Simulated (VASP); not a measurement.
Input of a VASP 6.6.1 run:

POSCAR

```
Ti
1.0
   -1.5753600000      1.5753600000      1.6410000000
    1.5753600000     -1.5753600000      1.6410000000
    1.5753600000      1.5753600000     -1.6410000000
Ti
1
Direct
    0.0000000000      0.0000000000      0.0000000000
```

The input INCAR.step1:

```
SYSTEM = Ti
PREC = Accurate
ENCUT = 520
ISMEAR = 0
SIGMA = 0.15
LREAL = .FALSE.
LASPH = .TRUE.
NELM = 80
NBANDS = 12
GGA = PE
ALGO = Normal
EDIFF = 1E-4
LWAVE = .TRUE.
LCHARG = .FALSE.
```

INCAR.step2

```
SYSTEM = Ti
PREC = Accurate
ENCUT = 520
EDIFF = 1E-6
ISMEAR = 0
SIGMA = 0.15
LREAL = .FALSE.
LASPH = .TRUE.
NELM = 80
ALGO = Normal
ISIF = 2
LWAVE = .FALSE.
LCHARG = .FALSE.
METAGGA = R2SCAN
LMIXTAU = .TRUE.
NBANDS = 12
ISTART = 1
```

The input KPOINTS:

```
regular mesh
0
G
  20 20 20
  0 0 0
```

Potentials or basis: VASP PAW PBE potentials, release 64 (Ti_sv).

Launch:

```bash
$ cat potpaw_PBE.64/Ti_sv/POTCAR > POTCAR
$ cp INCAR.step1 INCAR
$ mpirun -np 1 vasp_std > vasp.out
$ cp INCAR.step2 INCAR
$ mpirun -np 1 vasp_std > vasp.out
```

(1) Estimate the band gap on the k mesh.

(2) Predict the pressure.

Answers

(1) zero (bands 6 and 7 overlap by 1.85 eV).

(2) 7.1 GPa.

Caveat: the cell differs from its parent crystal (strain -0.040 along x and y, +0.000 along z); the cell stands under pressure; the PAW data sets were made with another functional, which shifts forces and pressure a little.
